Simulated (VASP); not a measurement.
# LiBe16 (a cell with a defect) in VASP: a series of runs, part 3 of 3

VASP 6.6.1.

### 5 Single point, PBE+D3(BJ)

INCAR reads:

```
PREC = Accurate ; ENCUT = 520
EDIFF = 1E-6 ; ISMEAR = 0
SIGMA = 0.1 ; LREAL = Auto
LASPH = T ; NELM = 100
ALGO = Normal ; ISIF = 2
LWAVE = F ; LCHARG = T
GGA = PE ; IVDW = 12
LELF = T ; LVHAR = T
NBANDS = 32
```

KPOINTS reads:

```
Automatic mesh
0
Gamma
  4 4 3
```

POSCAR reads:

```
LiBe16
1.0
   -2.2900000000     -3.9663960000      0.0000000000
    3.4350000000     -1.9831980000      0.0000000000
    0.0000000000      0.0000000000      7.1768600000
Be Li
16 1
Direct
    0.7533649606      0.4640526229      0.0090117405
    0.5020062768      0.3137645921      0.2569602863
    0.7606083088      0.4792649279      0.4967669705
    0.4039513318      0.2199104948      0.7693973409
    0.5079876957     -0.0268905900      0.0137450083
    0.2516984373      0.8246076918      0.2516404110
    0.4964740796     -0.0172362031      0.5017375287
    0.1695049008      0.8335453341      0.7382143444
    0.2578102395      0.4997168700      0.0087061751
    0.0028612847      0.3336263004      0.2492329515
    0.2580885104      0.5003553679      0.4983163946
    0.0156813084      0.3957429975      0.7510121418
    0.0165250426      0.0030239731     -0.0019957196
    0.7517320189      0.8230696720      0.2522943181
    0.0057890834      0.0127991269      0.4884091371
    0.7753370266      1.0336695170      0.7437759689
    0.5689914054      0.6403514755      0.7558238561
```

Potentials or basis: VASP PAW PBE potentials, release 64 (Be, Li_sv).

Command:

```bash
$ cat potpaw_PBE.64/Be/POTCAR potpaw_PBE.64/Li_sv/POTCAR > POTCAR
$ mpirun -np 1 vasp_std > vasp.out
```

OUTCAR:

```text
PREC = Accurate
   ENCUT = 520
   EDIFF = 1E-6
   ISMEAR = 0
   LREAL = Auto
   LASPH = T
   NELM = 100
   ISIF = 2
   GGA = PE
   IVDW = 12
 IVDW          = 12

 ion  position               nearest neighbor table
   1  0.753  0.464  0.009-  17 2.12  10 2.13  13 2.19   2 2.20  12 2.22   5 2.25  14 2.25   9 2.27
                             5 2.31   9 2.31
   2  0.502  0.314  0.257-   3 2.19  11 2.19   7 2.19   1 2.20   5 2.21   9 2.23   6 2.25  14 2.26
                            10 2.29  10 2.30  14 2.32   6 2.33
   3  0.761  0.479  0.497-  17 2.15  15 2.17  10 2.17   2 2.19  12 2.19  14 2.22  11 2.28  11 2.30
                             7 2.31   7 2.34
   4  0.404  0.220  0.769-  17 1.83  16 1.86   8 1.88  12 1.91   5 2.06   9 2.15   7 2.18  11 2.34
                            17 2.42
   5  0.508  0.973  0.014-   4 2.06  14 2.13   6 2.15   9 2.20   2 2.21   1 2.25  13 2.26  17 2.29
                            16 2.30   1 2.31  13 2.33   9 2.38
   6  0.252  0.825  0.252-   5 2.15   9 2.17  15 2.17  11 2.19   7 2.21  13 2.23   2 2.25  10 2.26
                            14 2.29  14 2.29  10 2.32   2 2.33
   7  0.496  0.983  0.502-  16 2.17   4 2.18   2 2.19  11 2.20   6 2.21  14 2.23  15 2.25  17 2.30
                             3 2.31  11 2.33   3 2.34  15 2.34   8 2.34
   8  0.170  0.834  0.738-  12 1.88   4 1.88  16 1.97  17 1.99  15 2.07  13 2.10  11 2.21   7 2.34
                            12 2.34   9 2.38
   9  0.258  0.500  0.009-   4 2.15   6 2.17  10 2.19  12 2.20   5 2.20   2 2.23  13 2.26   1 2.27
[... 15 lines left out ...]
  17  0.569  0.640  0.756-  16 1.83   4 1.83   8 1.99   1 2.12   3 2.15  12 2.26   5 2.29   7 2.30
                             9 2.37  11 2.40   4 2.42

  LATTYP: Found a simple orthorhombic cell.
 ALAT       =     3.9663962620
 B/A-ratio  =     1.1547004875
 C/A-ratio  =     1.8094157835

  Lattice vectors:

 A1 = (  -3.4350000000,   1.9831980000,   0.0000000000)
 A2 = (  -2.2900000000,  -3.9663960000,   0.0000000000)
 A3 = (   0.0000000000,   0.0000000000,   7.1768600000)

Analysis of symmetry for initial positions (statically):
=====================================================================
[... 182 lines left out ...]
   IVDW    =    12    specifies the selected vdW correction
   LEPSILON=     F    determine dielectric tensor
   LRPA    =     F    only Hartree local field effects (RPA)
 non-spin polarized calculation
 Gauss-broadening in eV      SIGMA  =   0.10
  energy-cutoff  :      520.00
  volume of cell :      130.38
 maximum number of plane-waves:      3529
 NGX is ok and might be reduce to    36
   NGX = 17   NGY = 15   NGZ = 27

 number of electron      35.0000008 magnetization

 Free energy of the ion-electron system (eV)
  ---------------------------------------------------
  ext. energy  EPLUGINS =         0.00000000
  ---------------------------------------------------
  free energy    TOTEN  =       -57.39044726 eV

  energy without entropy =      -57.37837632  energy(sigma->0) =      -57.38441179

 E-fermi :   7.2312     XC(G=0): -10.6564

 val. band max:        7.2257756805   @ k =  -0.2500  -0.2500   0.3333
 cond. band min:       7.2514098634   @ k =   0.0000   0.5000   0.3333
 fundamental gap:      0.0256341828
 Fermi energy:         7.2311653946

 k-point     1 :       0.0000    0.0000    0.0000
  band No.  band energies     occupation
      1     -38.8000      2.00000
      2      -4.0730      2.00000
      3      -2.1315      2.00000
      4      -1.9013      2.00000
      5       0.9939      2.00000
      6       1.2438      2.00000
[... 757 lines left out ...]
     28      13.1648      0.00000
     29      13.4529      0.00000

 [... further k-points ...]

 [bands above 29 left out]

------------------------ aborting loop because EDIFF is reached ----------------------------------------

 Edisp (eV)   -6.29385

 E8    (eV) :    -2.2103

  FORCE on cell =-STRESS in cart. coord.  units (eV):
  Direction    XX          YY          ZZ          XY          YZ          ZX
  --------------------------------------------------------------------------------------
  -------------------------------------------------------------------------------------
  Total       3.61447     8.11141    -2.90397    -2.27705     0.03139    -1.63122
  in kB      44.41804    99.68062   -35.68676   -27.98259     0.38578   -20.04603
  external pressure =       36.14 kB  Pullay stress =        0.00 kB

 VOLUME and BASIS-vectors are now :
 -----------------------------------------------------------------------------
  energy-cutoff  :      520.00
  volume of cell :      130.38
      direct lattice vectors                 reciprocal lattice vectors
    -2.290000000 -3.966396000  0.000000000    -0.109170306 -0.189088533  0.000000000
     3.435000000 -1.983198000  0.000000000     0.218340611 -0.126059022  0.000000000
     0.000000000  0.000000000  7.176860000     0.000000000  0.000000000  0.139336702

 POSITION                                       TOTAL-FORCE (eV/Angst)
 -----------------------------------------------------------------------------------
     -0.13119     -3.90845      0.06468        -0.078027      0.018902      0.018501
     -0.07181     -2.61341      1.84417         0.011930     -0.000649     -0.025820
     -0.09552     -3.96735      3.56523        -0.034202      0.011015      0.005220
     -0.16966     -2.03836      5.52186         0.104102      0.123179     -0.073313
      2.17934     -3.94475      0.09865         0.047237      0.032541     -0.052076
      2.25614     -2.63370      1.80599         0.005526     -0.000666     -0.003908
[... 9 lines left out ...]
     -1.65987     -3.14207      5.33798         0.173632     -0.081952      0.053729
      0.89662     -3.52679      5.42444        -0.112167     -0.156399     -0.002571
 -----------------------------------------------------------------------------------
    total drift:                                0.000801      0.001732     -0.002474

  FREE ENERGIE OF THE ION-ELECTRON SYSTEM (eV)
  ---------------------------------------------------
  free  energy   TOTEN  =       -63.6842947511 eV

  energy  without entropy=      -63.6722238101  energy(sigma->0) =      -63.67825928
```

OSZICAR:

```text
N       E                     dE             d eps       ncg     rms          rms(c)
DAV:   1     0.680371995481E+02    0.68037E+02   -0.13786E+04  1664   0.971E+02
DAV:   2    -0.490826548017E+02   -0.11712E+03   -0.10970E+03  1984   0.200E+02
DAV:   3    -0.585938382705E+02   -0.95112E+01   -0.92981E+01  2800   0.429E+01
DAV:   4    -0.590742962408E+02   -0.48046E+00   -0.47517E+00  2384   0.783E+00
DAV:   5    -0.590802150606E+02   -0.59188E-02   -0.59174E-02  2304   0.102E+00    0.494E+00
DAV:   6    -0.575350362925E+02    0.15452E+01   -0.22586E+00  2072   0.838E+00    0.243E+00
DAV:   7    -0.574317023159E+02    0.10333E+00   -0.66115E-01  2040   0.353E+00    0.143E+00
DAV:   8    -0.573927205674E+02    0.38982E-01   -0.56252E-02  2608   0.136E+00    0.567E-01
DAV:   9    -0.573903036839E+02    0.24169E-02   -0.96632E-03  2120   0.596E-01    0.109E-01
DAV:  10    -0.573904126276E+02   -0.10894E-03   -0.78358E-04  2416   0.176E-01    0.307E-02
DAV:  11    -0.573904465874E+02   -0.33960E-04   -0.12010E-04  2400   0.768E-02    0.759E-03
DAV:  12    -0.573904452184E+02    0.13691E-05   -0.12220E-05  2152   0.174E-02    0.286E-03
DAV:  13    -0.573904472336E+02   -0.20152E-05   -0.26804E-06  1960   0.118E-02    0.683E-04
DAV:  14    -0.573904472596E+02   -0.26066E-07   -0.18828E-07  1408   0.292E-03
   1 F= -.63684295E+02 E0= -.63678259E+02  d E =-.120709E-01
```

stdout:

```text
POSCAR found type information on POSCAR BeLi
 POSCAR found :  2 types and      17 ions
 scaLAPACK will be used
 LDA part: xc-table for (Slater+PW92), standard interpolation
 POSCAR, INCAR and KPOINTS ok, starting setup
 FFT: planning ... GRIDC
 FFT: planning ... GRID_SOFT
 FFT: planning ... GRID
 WAVECAR not read
 entering main loop
```

It took 3.2 min on 1 thread of Intel Xeon Platinum 8375C at 2.90GHz (Ice Lake), shared host; peak memory 0.26 GiB.

What came out:

| Quantity | Value |
| --- | --- |
| Free energy | -63.6843 eV |
| Largest force | 0.199 eV/Å |
| Dispersion energy per atom | -0.370 eV |

Forces in eV/Å, atoms in the order of the input:
```
Be  -0.078  0.019  0.019
Be   0.012 -0.001 -0.026
Be  -0.034  0.011  0.005
Be   0.104  0.123 -0.073
Be   0.047  0.033 -0.052
Be   0.006 -0.001 -0.004
Be   0.002  0.008 -0.022
Be  -0.128  0.074  0.095
Be   0.049 -0.025 -0.021
Be  -0.003 -0.005  0.028
Be  -0.003 -0.001 -0.035
Be   0.012 -0.028  0.017
Be  -0.012  0.000  0.036
Be   0.023  0.007 -0.046
Be  -0.056  0.024  0.028
Be   0.174 -0.082  0.054
Li  -0.112 -0.156 -0.003
```

Caveat: the k points lie up to 0.40 Å⁻¹ apart; the cutoff is under 1.25 times the usual one of these potentials, so pressure, stress and relaxed cells hold a basis-set (Pulay) error.

### 6 Single point, PBE+D3(BJ)

INCAR reads:

```
PREC = Accurate
ENCUT = 520
EDIFF = 1E-6
ISMEAR = 0
SIGMA = 0.1
LREAL = Auto
LASPH = T
NELM = 80
ALGO = Normal
ISIF = 2
LWAVE = F
LCHARG = F
GGA = PE
IVDW = 12
NBANDS = 32
```

KPOINTS reads:

```
regular mesh
0
Gamma
  4 4 3
```

POSCAR reads:

```
LiBe16
1.0
   -2.2900000000     -3.9663960000      0.0000000000
    3.4350000000     -1.9831980000      0.0000000000
    0.0000000000      0.0000000000      7.1768600000
Be Li
16 1
Direct
    0.7594236933      0.3995636849      0.0375778544
    0.4950782828      0.3331878508      0.2657644151
    0.7458293022      0.4697517036      0.5253414446
    0.4432525300      0.2695025600      0.7522133635
    0.4560530649      0.0237984042      0.0147089396
    0.2416768019      0.8273158301      0.2458074980
    0.4948123690     -0.0242924818      0.4886724835
    0.2145692362      0.8400746873      0.7255146401
    0.2499518518      0.5003993423      0.0178388599
    0.0006924686      0.3388377738      0.2656422168
    0.2443548693      0.4892697673      0.5038135062
    0.0072950843      0.4046302018      0.7781387682
   -0.0083560372     -0.0502242577     -0.0272068843
    0.7433683220      0.8382228406      0.2278510379
    0.0040735313     -0.0246668452      0.4654849057
    0.7950732115      1.0156191133      0.6962066976
    0.6120139183      0.6822482891      0.8321789752
```

Potentials or basis: VASP PAW PBE potentials, release 64 (Be, Li_sv).

Command:

```bash
$ cat potpaw_PBE.64/Be/POTCAR potpaw_PBE.64/Li_sv/POTCAR > POTCAR
$ mpirun -np 1 vasp_std > vasp.out
```

Run time: 3.2 min. Hardware: 1 thread of Intel Xeon Platinum 8375C at 2.90GHz (Ice Lake), shared host; peak memory 0.27 GiB.

It converged, with:

```yaml
Free_energy: -63.3528 eV
Largest_force: 0.402 eV/Å
Dispersion_energy_per_atom: -0.370 eV
```

Forces on the atoms (eV/Å):
```
Be   0.225 -0.050 -0.028
Be  -0.053  0.027  0.043
Be  -0.043  0.012  0.029
Be  -0.065  0.142  0.084
Be  -0.148 -0.017  0.074
Be  -0.021  0.014  0.027
Be  -0.044  0.031  0.047
Be   0.067  0.100  0.016
Be  -0.041 -0.087  0.001
Be  -0.020  0.023 -0.043
Be  -0.028  0.002  0.020
Be   0.012 -0.062  0.015
Be   0.076 -0.019  0.064
Be  -0.055  0.037  0.057
Be  -0.021  0.003 -0.013
Be   0.141 -0.166  0.008
Li   0.018  0.012 -0.401
```

Levels at points of the mesh, in eV from the Fermi level:
```tsv
k point	band 15	band 16	band 17	band 18	band 19	band 20
(0.00, 0.00, 0.00)	-2.96	-0.82	-0.79	0.06	0.44	0.71
(0.50, 0.00, 0.00)	-2.07	-1.13	-0.82	-0.40	-0.27	0.24
(0.00, 0.50, 0.00)	-3.18	-2.65	-1.97	-0.07	0.31	0.88
(0.50, 0.50, 0.00)	-1.17	-1.01	-0.01	0.35	0.77	1.15
```

Caveat: the k points lie up to 0.40 Å⁻¹ apart; the cutoff is under 1.25 times the usual one of these potentials, so pressure, stress and relaxed cells hold a basis-set (Pulay) error.

### 7 Single point, PBE+D3(BJ)

INCAR reads:

```
SYSTEM = LiBe16
PREC = Accurate ; ENCUT = 520
EDIFF = 1E-7 ; ISMEAR = 0
SIGMA = 0.1 ; LREAL = Auto
LASPH = .True. ; NELM = 100
ALGO = Normal ; ISIF = 2
LWAVE = .False. ; LCHARG = .False.
GGA = PE ; IVDW = 12
NBANDS = 32
```

KPOINTS reads:

```
Automatic mesh
0
Gamma
  4 4 3
  0 0 0
```

POSCAR reads:

```
LiBe16
1.0
   -2.2900000000     -3.9663960000      0.0000000000
    3.4350000000     -1.9831980000      0.0000000000
    0.0000000000      0.0000000000      7.1768600000
Be Li
16 1
Direct
    0.7904058333      0.3058012688      0.0404710417
    0.4950859931      0.3582485951      0.2544799536
    0.7444197550      0.4981759065      0.5103000477
    0.4701212219      0.3179390388      0.7345206678
    0.4297128070      0.0713523517     -0.0032994931
    0.2460785788      0.8395318619      0.2425576088
    0.4962595258      0.0035267290      0.4805678249
    0.2533207671      0.8355416468      0.7274135207
    0.2083848551      0.4958053328      0.0175332945
    0.0055037353      0.3522033636      0.2744349200
    0.2428533171      0.5040498097      0.4992779572
   -0.0089058912      0.3800443986      0.7685040533
    0.0096010402     -0.0735410824     -0.0339353143
    0.7471904959      0.8662108401      0.2214067155
    0.0006935930     -0.0044721025      0.4795025958
    0.7605935483      0.9169345635      0.7072390990
    0.6085926110      0.6657508237      0.9270740965
```

Command:

```bash
$ cat potpaw_PBE.64/Be/POTCAR potpaw_PBE.64/Li_sv/POTCAR > POTCAR
$ mpirun -np 1 vasp_std > vasp.out
```

Run time: 3.5 min. Hardware: 1 thread of Intel Xeon Platinum 8375C at 2.90GHz (Ice Lake), shared host; peak memory 0.27 GiB.

It converged, with:

```yaml
Free_energy: -63.4474 eV
Largest_force: 0.428 eV/Å
Dispersion_energy_per_atom: -0.370 eV
```

Forces on the atoms (eV/Å):
```
Be  -0.261  0.036  0.010
Be   0.058 -0.033 -0.059
Be   0.066 -0.033 -0.079
Be   0.066 -0.129 -0.093
Be   0.153  0.009 -0.086
Be   0.023 -0.029 -0.024
Be   0.059 -0.037 -0.049
Be  -0.063 -0.090 -0.002
Be   0.052  0.117 -0.007
Be   0.025 -0.029  0.030
Be   0.033 -0.014 -0.028
Be  -0.031  0.072 -0.058
Be  -0.080 -0.021 -0.042
Be   0.049 -0.042 -0.033
Be   0.049 -0.018  0.055
Be  -0.173  0.209  0.039
Li  -0.024  0.032  0.426
```

Levels at points of the mesh, in eV from the Fermi level:
```
           k point  band 15  band 16  band 17  band 18  band 19  band 20
(0.00, 0.00, 0.00)    -3.03    -0.80    -0.58     0.27     0.42     0.75
(0.50, 0.00, 0.00)    -2.09    -1.24    -0.86    -0.28    -0.22     0.37
(0.00, 0.50, 0.00)    -3.13    -2.62    -1.98    -0.13     0.43     1.04
(0.50, 0.50, 0.00)    -1.10    -0.98    -0.04     0.32     0.78     1.11
```

Caveat: the k points lie up to 0.40 Å⁻¹ apart; the cutoff is under 1.25 times the usual one of these potentials, so pressure, stress and relaxed cells hold a basis-set (Pulay) error.
